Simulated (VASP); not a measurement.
Here is a VASP 6.6.1 calculation.

Contents of INCAR:

```
PREC = Accurate
ENCUT = 600
EDIFF = 1E-6
ISMEAR = -1
SIGMA = 0.1
LREAL = F
LASPH = T
NELM = 60
ALGO = Normal
ISIF = 3
LWAVE = F
LCHARG = F
GGA = PE
IBRION = 2
NSW = 32
EDIFFG = -0.005
PSTRESS = 3900.0
```

KPOINTS

```
regular mesh
0
Gamma
  20 20 19
```

The input POSCAR:

```
Ge
1.0
    2.1734697745      0.0000000000      0.0000000000
   -1.0867348872      1.8822800391      0.0000000000
    0.0000000000      0.0000000000      2.0379539556
Ge
1
Direct
    0.0000000000      0.0000000000      0.0000000000
```

Potentials or basis: VASP PAW PBE potentials, release 64 (Ge_d).

Run with:

```bash
$ cat potpaw_PBE.64/Ge_d/POTCAR > POTCAR
$ mpirun -np 1 vasp_std > vasp.out
```

Predict the relaxed cell.

a = 2.174 Å, b = 2.174 Å, c = 2.041 Å, α = 90.00°, β = 90.00°, γ = 120.00°.

What does it give for the space group after relaxing (to 0.05 Å)?

P6/mmm (No. 191).

Predict the band gap on the k mesh.

zero (band 7 reaches 31.92 eV, above the bottom of band 8 at 13.42 eV).

Final structure:
```yaml
crystal:
  lattice:
    - [2.17443, 0.00000, 0.00000]
    - [-1.08722, 1.88311, 0.00000]
    - [0.00000, 0.00000, 2.04052]
  atoms:
    - { symbol: Ge, position: [0.00000, 0.00000, 0.00000] }
```

Caveat: the cell is relaxed towards a set pressure, so the enthalpy falls and the energy may rise.
